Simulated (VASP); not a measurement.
Wanted: the native input for a VASP 6.6.1 run.

| Item | Value |
| --- | --- |
| Task | single point |
| Functional | PBE |
| Potentials or basis | VASP PAW PBE potentials, release 64 (In_d, P) |
| Cutoff | 400 eV |
| k mesh | 1 × 1 × 1 |
| Occupations | gaussian, width 0.05 eV |
| Spin | collinear spin |
| Dipole correction | no |
| Further INCAR settings | LREAL = Auto; ALGO = Normal; EDIFF = 1e-06; NBANDS = 276 |

The structure of In27P26 (a cell with a defect) lies in POSCAR:

```
In27P26
1.0
    0.0000000000      8.7915000000      8.7915000000
    8.7915000000      0.0000000000      8.7915000000
    8.7915000000      8.7915000000      0.0000000000
In P
27 26
Direct
    0.0017069319      0.0022703307      0.0014637948
    0.0023665048      0.0025699993      0.3261869583
   -0.0011079241     -0.0009568065      0.6675751775
    0.0021149017      0.3269322794      0.0020356495
   -0.0008379352      0.3340950318      0.3338869560
   -0.0008890208      0.3342352176      0.6659676348
   -0.0010388746      0.6676926388     -0.0011611429
   -0.0009114922      0.6664087329      0.3338593121
   -0.0010886783      0.6678366624      0.6675739230
    0.3260103502      0.0026787281      0.0022614774
    0.3339651845     -0.0006771023      0.3339068982
    0.3341298303     -0.0007567461      0.6660595474
    0.3339933724      0.3339798705     -0.0008682241
    0.3333373239      0.3333902098      0.3333008192
    0.3339333673      0.3340555022      0.6660660433
    0.3339749132      0.6663626071     -0.0009381678
    0.3339203449      0.6663486450      0.3338000699
    0.3341737018      0.6664405367      0.6662516593
    0.6676114668     -0.0009758583     -0.0011261572
    0.6661576220     -0.0007761360      0.3340792351
    0.6676416887     -0.0009198830      0.6676788189
    0.6660752732      0.3341455300     -0.0009451453
    0.6661341065      0.3340442775      0.3339007150
    0.6663010804      0.3343354395      0.6662515710
    0.6676596546      0.6677990147     -0.0011515643
    0.6662840569      0.6664616970      0.3340966506
    0.6663358968      0.6664171426      0.6663213062
    0.0833060193      0.0834401626      0.4145380456
    0.0834617794      0.0835731785      0.7515771949
    0.0833158259      0.4146340007      0.0832215386
    0.0834902506      0.4168394041      0.4163941317
    0.0832929929      0.4147029012      0.7519365406
    0.0832785988      0.7522413337      0.0831746865
    0.0832422518      0.7523584576      0.4144224434
    0.0840147007      0.7498446890      0.7496477524
    0.4145601043      0.0833352266      0.0832536967
    0.4166430181      0.0835775862      0.4165387996
    0.4145326960      0.0834190985      0.7520824109
    0.4164980111      0.4167599520      0.0834467947
    0.4165722892      0.4167692492      0.4164982042
    0.4167191208      0.4168563773      0.7498124449
    0.4144963493      0.7524142854      0.0831422231
    0.4167098499      0.7499978504      0.4166815881
    0.4167653800      0.7499249503      0.7497766158
    0.7517816614      0.0834842640      0.0833970808
    0.7521648547      0.0834037157      0.4145074096
    0.7497080245      0.0841788490      0.7496927416
    0.7520101809      0.4146510184      0.0832503290
    0.7498491220      0.4168928136      0.4166569293
    0.7498325958      0.4168458569      0.7497825206
    0.7497500940      0.7498150728      0.0839400341
    0.7497992518      0.7499177674      0.4167352415
    0.7497079727      0.7498645221      0.7496500721
```

The input as run:

INCAR

```
ALGO = Normal ; EDIFF = 1E-6
ENCUT = 400 ; GGA = PE
GGA_COMPAT = False ; ISIF = 2
ISMEAR = 0 ; ISPIN = 2
LASPH = True ; LCHARG = True
LELF = True ; LORBIT = 11
LREAL = Auto ; LVHAR = True
LWAVE = False ; MAGMOM = 0.5 0.5 0 0.5 0 0 0 0 0 0.5 0 0 0 0 0 0 0 0 0 0 0 0 0 0 0 0 0 0 0 0 0 0 0 0 0 0 0 0 0 0 0 0 0 0 0 0 0 0 0 0 0 0 0
NBANDS = 276 ; NELM = 200
PREC = Accurate ; SIGMA = 0.05
```

KPOINTS

```
k-points
0
Gamma
  1 1 1
```

Potentials or basis: VASP PAW PBE potentials, release 64 (In_d, P).

Command:

```sh
$ cat potpaw_PBE.64/In_d/POTCAR potpaw_PBE.64/P/POTCAR > POTCAR
$ mpirun -np 1 vasp_gam > vasp.out
```

Results of the run:

The pressure is 4.1 GPa. The largest force is 0.023 eV/Å and the band gap on the k mesh is 0.46 eV. The net moment is 0.00 μB per cell and the valence electrons inside the program's atomic spheres are In 11.40, 11.39, 11.47, 11.49, 11.50; P 2.54, 2.55, 2.56.

Caveat: the k points lie up to 0.62 Å⁻¹ apart; spin-orbit coupling is left out, which moves the levels of the heavy elements.

Wall time 20 min on 1 thread of Intel(R) Xeon(R) Platinum 8259CL CPU @ 2.50GHz (Skylake/Cascade Lake), on a shared host, peak memory 1.5 GiB.
